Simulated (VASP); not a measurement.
Input of a VASP 6.6.1 run:

File INCAR:

```
SYSTEM = AlN
  ALGO = Normal
  EDIFF = 1E-6
  ENCUT = 520
  GGA = PE
  ISIF = 2
  ISMEAR = 0
  LASPH = .True.
  LCHARG = .False.
  LREAL = .False.
  LWAVE = .False.
  NBANDS = 11
  NELM = 60
  PREC = Accurate
  SIGMA = 0.01
```

KPOINTS

```
k-points
0
Gamma
  6 6 6
  0 0 0
```

POSCAR

```
AlN
1.0
    0.0000000000      2.0519705737      2.0519705737
    2.0519705737      0.0000000000      2.0519705737
    2.0519705737      2.0519705737      0.0000000000
Al N
1 1
Direct
    0.0000000000      0.0000000000      0.0000000000
    0.5000000000      0.5000000000      0.5000000000
```

Potentials or basis: VASP PAW PBE potentials, release 64 (Al, N).

Launch:

```sh
$ cat potpaw_PBE.64/Al/POTCAR potpaw_PBE.64/N/POTCAR > POTCAR
$ mpirun -np 1 vasp_std > vasp.out
```

**Question.** What does it give for the band gap on the k mesh?

**Answer.** 4.18 eV, indirect (least direct gap 5.05 eV).

**Question.** Estimate the pressure.

**Answer.** -6.2 GPa.

Caveat: the k points lie up to 0.44 Å⁻¹ apart. A k mesh can miss the band edges.
